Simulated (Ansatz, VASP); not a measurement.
**One calculation of Cu, two programs**

```
Cu
1.0
     2.49656    0.00000    0.00000
    -1.24828    2.16208    0.00000
     0.00000    0.00000    8.15016
Cu
4
Cartesian
  1.2483 0.7207 6.1126
  0.0000 0.0000 4.0751
  0.0000 1.4414 2.0375
  0.0000 0.0000 0.0000
```

Alike in both runs: task single point; functional LDA; k mesh 12 × 12 × 4; occupations fermi-dirac, width 0.05 eV; no spin polarisation.

```csv
,VASP,Ansatz
version,VASP 6.6.1,Ansatz 0.2.0
potentials or method,"VASP PAW LDA potentials, release 64 (Cu_sv_GW)",Ansatz PAW
plane-wave cutoff (eV),820,420
valence electrons in the cell,76,76
```

VASP gave:

* gap on the k mesh at the Fermi level (eV): none
* pressure (GPa): -2.9
* traceless stress, the component that is largest in VASP (GPa): -0.33

**Question.** Which values does Ansatz return?

**Answer.** gap on the k mesh at the Fermi level (eV): none; pressure (GPa): -1.7; traceless stress, the component that is largest in VASP (GPa): -0.33.

LDA's correlation is that of Perdew and Zunger in VASP and of Perdew and Wang (1992) in Ansatz. A gap of «none» marks a metal or a gap that the smearing closes.
